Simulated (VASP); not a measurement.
# MgB2 (P6/mmm) in VASP: a series of runs, part 2 of 2

VASP 6.6.1. Earlier steps stand in the parts before.

### 4 Single point, r2SCAN

This run uses another cell than the first one, of 9.68 Å³/atom, 1.078 times its volume.

POSCAR

```
MgB2
1.0
    3.0850000000      0.0000000000      0.0000000000
   -1.5425000000      2.6716883707      0.0000000000
    0.0000000000      0.0000000000      3.5230000000
Mg B
1 2
Direct
    0.0000000000      0.0000000000      0.0000000000
    0.3333333333      0.6666666667      0.5000000000
    0.6666666667      0.3333333333      0.5000000000
```

INCAR.step1

```
PREC = Accurate ; ENCUT = 660
ISMEAR = 0 ; SIGMA = 0.1
LREAL = F ; LASPH = T
NELM = 120 ; NBANDS = 15
GGA = PE ; ALGO = Normal
EDIFF = 1E-5 ; LWAVE = T
LCHARG = F ; GGA_COMPAT = F
```

INCAR.step2

```
PREC = Accurate ; ENCUT = 660
EDIFF = 1E-6 ; ISMEAR = 0
SIGMA = 0.1 ; LREAL = F
LASPH = T ; NELM = 120
ALGO = Normal ; ISIF = 2
LWAVE = F ; LCHARG = F
METAGGA = R2SCAN ; LMIXTAU = T
NBANDS = 15 ; ISTART = 1
GGA_COMPAT = F
```

KPOINTS

```
regular mesh
0
Gamma
  6 6 6
```

Potentials or basis: VASP PAW PBE potentials, release 64 (Mg_sv, B).

Run with:

```console
cat potpaw_PBE.64/Mg_sv/POTCAR potpaw_PBE.64/B/POTCAR > POTCAR
cp INCAR.step1 INCAR
mpirun -np 1 vasp_std > vasp.out
cp INCAR.step2 INCAR
mpirun -np 1 vasp_std > vasp.out
```

OUTCAR:

```text
PREC = Accurate
   ENCUT = 660
   EDIFF = 1E-6
   ISMEAR = 0
   LREAL = F
   LASPH = T
   NELM = 120
   ISIF = 2
   METAGGA = R2SCAN
   ISTART = 1

 ion  position               nearest neighbor table
   1  0.000  0.000  0.000-
   2  0.333  0.667  0.500-   3 1.78   3 1.78   3 1.78
   3  0.667  0.333  0.500-   2 1.78   2 1.78   2 1.78

  LATTYP: Found a hexagonal cell.
 ALAT       =     3.0850000000
 C/A-ratio  =     1.1419773096

  Lattice vectors:

 A1 = (   3.0850000000,   0.0000000000,   0.0000000000)
 A2 = (  -1.5425000000,   2.6716883707,   0.0000000000)
 A3 = (   0.0000000000,   0.0000000000,   3.5230000000)

Analysis of symmetry for initial positions (statically):
=====================================================================
 Subroutine PRICEL returns:
 Original cell was already a primitive cell.

 Routine SETGRP: Setting up the symmetry group for a
 hexagonal supercell.

 Subroutine GETGRP returns: Found 24 space group operations
 (whereof 24 operations were pure point group operations)
 out of a pool of 24 trial point group operations.

The static configuration has the point symmetry D_6h.

Analysis of symmetry for dynamics (positions and initial velocities):
=====================================================================
 Subroutine PRICEL returns:
 Original cell was already a primitive cell.

 Routine SETGRP: Setting up the symmetry group for a
 hexagonal supercell.

 Subroutine GETGRP returns: Found 24 space group operations
 (whereof 24 operations were pure point group operations)
 out of a pool of 24 trial point group operations.

The dynamic configuration has the point symmetry D_6h.

 Subroutine INISYM returns: Found 24 space group operations
 (whereof 24 operations are pure point group operations),
 and found     1 'primitive' translations

----------------------------------------------------------------------------------------

                                     Primitive cell

  volume of cell :      29.0371

  direct lattice vectors                    reciprocal lattice vectors
     3.085000000  0.000000000  0.000000000     0.324149109  0.187147575  0.000000000
    -1.542500000  2.671688371  0.000000000     0.000000000  0.374295150  0.000000000
     0.000000000  0.000000000  3.523000000     0.000000000  0.000000000  0.283848992

  length of vectors
     3.085000000  3.085000000  3.523000000     0.374295150  0.374295150  0.283848992

  position of ions in fractional coordinates (direct lattice)
     0.000000000  0.000000000  0.000000000
     0.333333333  0.666666667  0.500000000
     0.666666667  0.333333333  0.500000000

  ion indices of the primitive-cell ions
   primitive index   ion index
                 1           1
                 2           2
                 3           3

----------------------------------------------------------------------------------------

 KPOINTS: regular mesh

Automatic generation of k-mesh.
 Grid dimensions read from file:
 generate k-points for:    6    6    6

 Generating k-lattice:

  Cartesian coordinates                     Fractional coordinates (reciprocal lattice)
     0.054024851  0.031191263  0.000000000     0.166666667  0.000000000  0.000000000
     0.000000000  0.062382525  0.000000000     0.000000000  0.166666667  0.000000000
     0.000000000  0.000000000  0.047308165     0.000000000  0.000000000  0.166666667

  Length of vectors
     0.062382525  0.062382525  0.047308165

  Shift w.r.t. Gamma in fractional coordinates (k-lattice)
     0.000000000  0.000000000  0.000000000

 Subroutine IBZKPT returns following result:
 ===========================================

 Found     28 irreducible k-points:

 Following reciprocal coordinates:
            Coordinates               Weight
  0.000000  0.000000  0.000000      1.000000
  0.166667  0.000000  0.000000      6.000000
  0.333333 -0.000000  0.000000      6.000000
  0.500000 -0.000000  0.000000      3.000000
  0.166667  0.166667  0.000000      6.000000
  0.333333  0.166667  0.000000     12.000000
[... 16 lines left out ...]
  0.166667  0.000000  0.500000      6.000000
  0.333333 -0.000000  0.500000      6.000000
 [... further k-points ...]
   k-points           NKPTS =     28   k-points in BZ     NKDIM =     28   number of bands    NBANDS=     15
   number of dos      NEDOS =    301   number of ions     NIONS =      3
   total plane-waves  NPLWV =  23520
   dimension x,y,z NGX =    28 NGY =   28 NGZ =   30
   dimension x,y,z NGXF=    56 NGYF=   56 NGZF=   60
   ions per type =               1   2
   NGX,Y,Z   is equivalent  to a cutoff of  15.09, 15.09, 14.16 a.u.
   NGXF,Y,Z  is equivalent  to a cutoff of  30.18, 30.18, 28.31 a.u.
 SYSTEM =  unknown system
   PREC   = accura    normal or accurate (medium, high low for compatibility)
   ISTART =      1    job   : 0-new  1-cont  2-samecut
   ICHARG =      0    charge: 1-file 2-atom 10-const
   ISPIN  =      1    spin polarized calculation?
   LNONCOLLINEAR =      F non collinear calculations
   LSORBIT =      F    spin-orbit coupling
   LASPH  =      T    aspherical Exc in radial PAW
   ENCUT  =  660.0 eV  48.51 Ry    6.96 a.u.   6.46  6.46  7.38*2*pi/ulx,y,z
   NELM   =    120;   NELMIN=  2; NELMDL=  0     # of ELM steps
   EDIFF  = 0.1E-05   stopping-criterion for ELM
   LREAL  =      F    real-space projection
   EDIFFG = 0.1E-04   stopping-criterion for IOM
   NSW    =      0    number of steps for IOM
   IBRION =     -1    ionic relax: 0-MD 1-quasi-New 2-CG
   NFREE  =      0    steps in history (QN), initial steepest desc. (CG)
   ISIF   =      2    stress and relaxation
   ISYM   =      2    0-nonsym 1-usesym 2-fastsym
   POTIM  = 0.5000    time-step for ionic-motion
   TEBEG  =    0.0;   TEEND  =   0.0 temperature during run
   PSTRESS=    0.0 pullay stress
   NELECT =      16.0000    total number of electrons
   NUPDOWN=      -1.0000    fix difference up-down
   EMIN   =  10.00;   EMAX   =-10.00  energy-range for DOS
   EFERMI =   0.00;   METHOD = LEGACY
   ISMEAR =     0;   SIGMA  =   0.10  broadening in eV -4-tet -1-fermi 0-gaus
   EFERMI_NEDOS =   21; number of points for ismear=-14 and -15
   IALGO  =     38    algorithm
   IMIX   =      4    mixing-type and parameters
     AMIX     =   0.40;   BMIX     =  1.00
     AMIX_MAG =   1.60;   BMIX_MAG =  1.00
  volume/ion in A,a.u.               =       9.68        65.32
  Fermi-wavevector in a.u.,A,eV,Ry     =   1.342137  2.536272 24.508618  1.801333
  Thomas-Fermi vector in A             =   2.470315
   LORBIT       =      0    0 simple, 1 ext, 2 COOP (PROOUT), +10 PAW based schemes
   METAGGA = R2SCAN    functional components
   LHFCALC =     F    Hartree Fock is set to
   AEXX    =    0.0000 exact exchange contribution
   IVDW    =     0    specifies the selected vdW correction
   LEPSILON=     F    determine dielectric tensor
   LRPA    =     F    only Hartree local field effects (RPA)
 non-spin polarized calculation
 Gauss-broadening in eV      SIGMA  =   0.10
  energy-cutoff  :      660.00
  volume of cell :       29.04
 maximum number of plane-waves:      1142
 NGX is ok and might be reduce to    28
   NGX = 13   NGY = 13   NGZ = 15

 number of electron      16.0000011 magnetization

 Free energy of the ion-electron system (eV)
  ---------------------------------------------------
  ext. energy  EPLUGINS =         0.00000000
  ---------------------------------------------------
  free energy    TOTEN  =       -19.44305194 eV

  energy without entropy =      -19.43979975  energy(sigma->0) =      -19.44142585

 E-fermi :   5.1840     XC(G=0): -11.8115

 val. band max:        4.8930212711   @ k =   0.1667   0.0000   0.5000
 cond. band min:       5.1851868367   @ k =   0.3333   0.1667   0.0000
 fundamental gap:      0.2921655656
 Fermi energy:         5.1840455832

 k-point     1 :       0.0000    0.0000    0.0000
  band No.  band energies     occupation
      1     -73.1726      2.00000
      2     -38.2883      2.00000
      3     -38.2883      2.00000
      4     -38.2689      2.00000
      5      -8.0872      2.00000
      6       1.9988      2.00000
      7       5.5116      0.00000
      8       5.5116      0.00000
      9       7.0923      0.00000
     10      11.7497      0.00000
     11      11.7497      0.00000
     12      13.5846      0.00000
     13      15.9202      0.00000
     14      18.9942      0.00000
[... 401 lines left out ...]
      2     -38.3166      2.00000
      3     -38.2950      2.00000
      4     -38.2709      2.00000
      5      -4.9576      2.00000
      6      -0.4018      2.00000
      7       0.4542      2.00000
      8       3.5951      2.00000
      9       6.5569      0.00000
     10      11.4129      0.00000
     11      15.1101      0.00000
     12      15.5045      0.00000
     13      18.0887      0.00000
     14      18.3808      0.00000
     15      19.5079      0.00000

 [... further k-points ...]
[... 5 lines left out ...]
  --------------------------------------------------------------------------------------
  -------------------------------------------------------------------------------------
  Total       -0.3695654     -0.3695654     -0.5163865      0.0000000     -0.0000000     -0.0000000
  in kB      -20.3914563    -20.3914563    -28.4925854      0.0000000     -0.0000000     -0.0000000
  external PRESSURE =     -23.0918326 kB  Pullay stress =       0.0000000 kB

 VOLUME and BASIS-vectors are now :
 -----------------------------------------------------------------------------
  energy-cutoff  :      660.00
  volume of cell :       29.04
      direct lattice vectors                 reciprocal lattice vectors
     3.085000000  0.000000000  0.000000000     0.324149109  0.187147575  0.000000000
    -1.542500000  2.671688371  0.000000000     0.000000000  0.374295150  0.000000000
     0.000000000  0.000000000  3.523000000     0.000000000  0.000000000  0.283848992

 POSITION                                       TOTAL-FORCE (eV/Angst)
 -----------------------------------------------------------------------------------
      0.00000      0.00000      0.00000         0.000000      0.000000      0.000000
     -0.00000      1.78113      1.76150         0.000000     -0.000000     -0.000000
      1.54250      0.89056      1.76150        -0.000000      0.000000      0.000000
 -----------------------------------------------------------------------------------
    total drift:                               -0.000000      0.000000      0.000000

  FREE ENERGIE OF THE ION-ELECTRON SYSTEM (eV)
  ---------------------------------------------------
  free  energy   TOTEN  =       -19.4430519429 eV

  energy  without entropy=      -19.4397997499  energy(sigma->0) =      -19.44142585
```

Run time: 34 s. Hardware: 1 thread of Intel Xeon 6975P-C (Granite Rapids), shared host; peak memory 0.17 GiB.

Results:

| Item | Value |
| --- | --- |
| Free energy | -19.4431 eV |
| Pressure | -2.3 GPa |
| Band gap on the k mesh | zero (band 8 reaches 7.01 eV, above the bottom of band 9 at 3.02 eV) |

Levels at points of the mesh, in eV from the Fermi level:
| k point | band 6 | band 7 | band 8 | band 9 | band 10 | band 11 |
| --- | --- | --- | --- | --- | --- | --- |
| (0.00, 0.00, 0.00) | -3.19 | 0.33 | 0.33 | 1.91 | 6.57 | 6.57 |
| (0.50, 0.00, 0.00) | -8.33 | -2.38 | 0.14 | 3.23 | 4.05 | 5.70 |
| (0.00, 0.00, 0.50) | -7.80 | 0.73 | 0.73 | 6.88 | 6.88 | 8.50 |
| (0.50, 0.00, 0.50) | -7.41 | -3.81 | -2.08 | -1.29 | 5.97 | 9.46 |

Caveat: the k points lie up to 0.39 Å⁻¹ apart; the PAW data sets were made with another functional, which shifts forces and pressure a little.

### 5 Overview

```csv
task,potentials or basis,cell,k mesh,cutoff (eV),second run,gap on the mesh (eV),pressure (GPa)
relaxation of shape and atoms at fixed volume,"VASP PAW PBE potentials, release 64 (Mg, B)","relaxed from a = 3.009, b = 3.009, c = 3.435 Å, angles 90.0, 90.0, 120.0°, 3 atoms",15 × 15 × 12,600,-,none,9.8
single point,"VASP PAW PBE potentials, release 64 (Mg_sv, B)","a = 3.036, b = 3.036, c = 3.453 Å, angles 90.0, 90.0, 120.0°, 3 atoms",9 × 9 × 6,660,valence_matched,none,6.3
single point,"VASP PAW PBE potentials, release 64 (Mg_sv, B)","a = 3.085, b = 3.085, c = 3.523 Å, angles 90.0, 90.0, 120.0°, 3 atoms",6 × 6 × 6,660,valence_matched,none,-2.3
```

Alike in all rows: level r2SCAN; no spin polarisation; smearing gaussian 0.1 eV.

Caveats: some runs use coarse meshes; the PAW data sets were made with another functional, which shifts forces and pressure a little.

Absolute energies hang on the potentials; compare differences alone.
